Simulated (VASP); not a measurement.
# Zn (P6_3/mmc) in VASP: further runs, part 3 of 3

VASP 6.6.1. Earlier steps stand in the parts before.

## Step 5: Electric field gradients, PBEsol (volume scaled by 1.04)

Input file INCAR:

```
PREC     = Accurate       # precision mode
ENCUT    = 520            # plane-wave cutoff, eV
EDIFF    = 1E-8           # SCF threshold, eV
ISMEAR   = -1             # smearing method
SIGMA    = 0.03           # smearing width, eV
LREAL    = F              # projectors in reciprocal space
LASPH    = T              # aspherical terms in the spheres
NELM     = 60             # most SCF steps
ALGO     = Normal         # electronic algorithm
ISIF     = 2              # what is computed and relaxed
LWAVE    = F              # write WAVECAR
LCHARG   = F              # write CHGCAR
GGA      = PS             # functional
LEFG     = T            
NBANDS   = 19             # bands
```

Input file KPOINTS:

```
regular mesh
0
Gamma
  18 18 8
```

Input file POSCAR:

```
Zn
1.0
    2.6998652069      0.0000000000      0.0000000000
   -1.3499326034      2.3381518559      0.0000000000
    0.0000000000      0.0000000000      5.0117956229
Zn
2
Direct
    0.3333333333      0.6666666667      0.2500000000
    0.6666666667      0.3333333333      0.7500000000
```

Potentials or basis: VASP PAW PBE potentials, release 64 (Zn).

On the command line:

```
> cat potpaw_PBE.64/Zn/POTCAR > POTCAR
> mpirun -np 1 vasp_std > vasp.out
```

OUTCAR:

```text
PREC = Accurate
   ENCUT = 520
   EDIFF = 1E-8
   ISMEAR = -1
   LREAL = F
   LASPH = T
   NELM = 60
   ISIF = 2
   GGA = PS

 ion  position               nearest neighbor table
   1  0.333  0.667  0.250-   2 2.95   2 2.95   2 2.95   2 2.95   2 2.95   2 2.95
   2  0.667  0.333  0.750-   1 2.95   1 2.95   1 2.95   1 2.95   1 2.95   1 2.95

  LATTYP: Found a hexagonal cell.
 ALAT       =     2.6998652069
 C/A-ratio  =     1.8563132745

  Lattice vectors:

 A1 = (   2.6998652069,   0.0000000000,   0.0000000000)
 A2 = (  -1.3499326034,   2.3381518559,   0.0000000000)
 A3 = (   0.0000000000,   0.0000000000,   5.0117956229)

Analysis of symmetry for initial positions (statically):
=====================================================================
 Subroutine PRICEL returns:
 Original cell was already a primitive cell.

 Routine SETGRP: Setting up the symmetry group for a
[... 719 lines left out ...]
  energy-cutoff  :      520.00
  volume of cell :       31.64
      direct lattice vectors                 reciprocal lattice vectors
     2.699865207  0.000000000  0.000000000     0.370388861  0.213844109  0.000000000
    -1.349932603  2.338151856  0.000000000     0.000000000  0.427688218  0.000000000
     0.000000000  0.000000000  5.011795623     0.000000000  0.000000000  0.199529286

 POSITION                                       TOTAL-FORCE (eV/Angst)
 -----------------------------------------------------------------------------------
     -0.00000      1.55877      1.25295         0.000000     -0.000000      0.000000
      1.34993      0.77938      3.75885        -0.000000      0.000000      0.000000
 -----------------------------------------------------------------------------------
    total drift:                               -0.000000      0.000000      0.000000

  FREE ENERGIE OF THE ION-ELECTRON SYSTEM (eV)
  ---------------------------------------------------
  free  energy   TOTEN  =        -3.0924136518 eV

  energy  without entropy=       -3.0908538445  energy(sigma->0) =       -3.09163375

 Electric field gradients (V/A^2)
---------------------------------------------------------------------
 ion       V_xx      V_yy      V_zz      V_xy      V_xz      V_yz
---------------------------------------------------------------------
   1     -16.217   -16.208    32.425     0.008     0.000    -0.000
   2     -16.217   -16.208    32.425     0.008    -0.000     0.000
---------------------------------------------------------------------

 Electric field gradients after diagonalization (V/A^2)
 (convention: |V_zz| > |V_xx| > |V_yy|)
----------------------------------------------------------------------
 ion       V_xx      V_yy      V_zz     asymmetry (V_yy - V_xx)/ V_zz
----------------------------------------------------------------------
   1     -16.221   -16.204    32.425       0.001
   2     -16.221   -16.204    32.425       0.001
----------------------------------------------------------------------

           NMR quadrupolar parameters

 Cq : quadrupolar parameter    Cq=e*Q*V_zz/h
 eta: asymmetry parameters     (V_yy - V_xx)/ V_zz
 Q  : nuclear electric quadrupole moment in mb (millibarn)
----------------------------------------------------------------------
 ion       Cq(MHz)       eta       Q (mb)
----------------------------------------------------------------------
   1       0.078       0.001       1.000
   2       0.078       0.001       1.000
----------------------------------------------------------------------
```

OSZICAR:

```text
N       E                     dE             d eps       ncg     rms          rms(c)
DAV:   1     0.112545648060E+03    0.11255E+03   -0.12335E+04  7233   0.196E+03
DAV:   2     0.188554396005E+01   -0.11066E+03   -0.10685E+03  7074   0.294E+02
DAV:   3    -0.332696617562E+01   -0.52125E+01   -0.51919E+01  7827   0.705E+01
DAV:   4    -0.335900495643E+01   -0.32039E-01   -0.32030E-01  7739   0.567E+00
DAV:   5    -0.335904761553E+01   -0.42659E-04   -0.42659E-04  7719   0.188E-01    0.378E+00
DAV:   6    -0.310963535962E+01    0.24941E+00   -0.10311E+00  7776   0.211E+01    0.285E+00
DAV:   7    -0.309836564909E+01    0.11270E-01   -0.35764E-02  8969   0.319E+00    0.150E+00
DAV:   8    -0.309244052472E+01    0.59251E-02   -0.20521E-03  9509   0.626E-01    0.506E-02
DAV:   9    -0.309240916265E+01    0.31362E-04   -0.21185E-04  9561   0.194E-01    0.367E-02
DAV:  10    -0.309241406186E+01   -0.48992E-05   -0.19468E-05  7331   0.366E-02    0.309E-03
DAV:  11    -0.309241387829E+01    0.18356E-06   -0.62153E-07  8059   0.139E-02    0.194E-03
DAV:  12    -0.309241364700E+01    0.23129E-06   -0.17825E-08  6753   0.186E-03    0.220E-04
DAV:  13    -0.309241365180E+01   -0.47994E-08   -0.27747E-09  3941   0.634E-04
   1 F= -.30924137E+01 E0= -.30916337E+01  d E =-.155981E-02
```

stdout:

```text
POSCAR found type information on POSCAR Zn
 POSCAR found :  1 types and       2 ions
 scaLAPACK will be used
 -----------------------------------------------------------------------------
|                                                                             |
|                                                                             |
|     You enforced a specific xc type in the INCAR file but a different       |
|     I HOPE YOU KNOW WHAT YOU ARE DOING!                                     |
|                                                                             |
 -----------------------------------------------------------------------------

 LDA part: xc-table for (Slater+PW92), standard interpolation
 POSCAR, INCAR and KPOINTS ok, starting setup
 FFT: planning ... GRIDC
 FFT: planning ... GRID_SOFT
 FFT: planning ... GRID
 WAVECAR not read
 entering main loop
ion   1

ion   2
```

Run time: 38 s. Hardware: 1 thread of AMD EPYC 9R45 (Zen 5), shared host; peak memory 0.18 GiB.

What came out:

```yaml
Free_energy: -3.0924 eV
Pressure: -7.2 GPa
Band_gap_on_the_k_mesh: zero (band 12 reaches 4.24 eV, above the bottom of band 13 at -0.40 eV)
```

Stress tensor (GPa, compression positive):
```
-8.10  0.00  0.00
 0.00 -8.10  0.00
 0.00  0.00 -5.49
```

Electric field gradients, principal values (V/Å²):
| atom | least | middle | greatest (by size) |
| --- | --- | --- | --- |
| 1 Zn | -16.204 | -16.221 | 32.425 |
| 2 Zn | -16.204 | -16.221 | 32.425 |

Caveat: without QUAD_EFG the Cq values of the log hold for a quadrupole moment of 1 mb, not for the nuclei; the PAW data sets were made with another functional, which shifts forces and pressure a little.

## Step 6: Overview

```tsv
cell	gap on the mesh (eV)	pressure (GPa)
a = 2.674, b = 2.674, c = 4.963 Å, angles 90.0, 90.0, 120.0°, 2 atoms	none	-5.6
a = 2.682, b = 2.682, c = 4.979 Å, angles 90.0, 90.0, 120.0°, 2 atoms	none	-6.2
a = 2.700, b = 2.700, c = 5.012 Å, angles 90.0, 90.0, 120.0°, 2 atoms	none	-7.2
```

Alike in all rows: task electric field gradients; level PBEsol; potentials or basis VASP PAW PBE potentials, release 64 (Zn); no spin polarisation; k mesh 18 × 18 × 8; cutoff (eV) 520; smearing fermi-dirac 0.03 eV.

Caveats: the PAW data sets were made with another functional, which shifts forces and pressure a little.

Total energies depend on the potentials used, so only differences within one code and one set of settings carry meaning.
